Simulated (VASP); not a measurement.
SnO: single point with PBE+D3(BJ)

The system is SnO.

```
Sn O
1.0
     3.83637    0.00000    0.00000
     0.00000    3.83637    0.00000
     0.00000    0.00000    4.76051
Sn O
2 2
Direct
  0.00000 0.50000 0.24325
  0.50000 0.00000 0.75675
  0.00000 0.00000 0.00000
  0.50000 0.50000 0.00000
```

- Program: VASP 6.6.1
- Task: single point
- Functional: PBE
- Dispersion: D3(BJ)
- Potentials or basis: VASP PAW PBE potentials, release 64 (Sn_d, O)
- Cutoff: 520 eV
- k mesh: 12 × 12 × 10
- Occupations: gaussian, width 0.1 eV
- Spin: no spin polarisation
- Dipole correction: no
- Further INCAR settings: ALGO = Normal; EDIFF = 1e-06; NBANDS = 28

```json
{"Pressure": "0.3 GPa", "Largest force": "0.091 eV/Å", "Band gap on the k mesh": "zero (filled and empty bands touch)", "Dispersion energy per atom": "-0.235 eV"}
```

Forces in eV/Å, atoms in the order of the input:
```
Sn   0.000  0.000  0.091
Sn   0.000  0.000 -0.091
O    0.000  0.000  0.000
O    0.000  0.000  0.000
```

Levels at points of the mesh, in eV from the Fermi level:
| k point | band 18 | band 19 | band 20 | band 21 | band 22 | band 23 |
| --- | --- | --- | --- | --- | --- | --- |
| (0.00, 0.00, 0.00) | -3.13 | -3.13 | -0.08 | 2.09 | 4.46 | 4.46 |
| (0.50, 0.00, 0.00) | -4.77 | -2.74 | -2.74 | 3.22 | 3.22 | 5.73 |
| (0.50, 0.50, 0.00) | -2.48 | -1.92 | -1.92 | -0.07 | -0.07 | 4.48 |
| (0.00, 0.00, 0.50) | -3.15 | -3.08 | -2.15 | 1.64 | 2.76 | 2.76 |
| (0.50, 0.00, 0.50) | -4.72 | -1.74 | -1.74 | 2.63 | 2.63 | 5.21 |
| (0.50, 0.50, 0.50) | -2.80 | -2.48 | -2.48 | 2.27 | 2.27 | 4.15 |

It took 8.9 min on 1 thread of AMD EPYC 7R13, with other jobs on the host, peak memory 0.35 GiB.

Caveat: semilocal functionals underestimate gaps, and a narrow one can read as zero; spin-orbit coupling is left out, which moves the levels of the heavy elements.
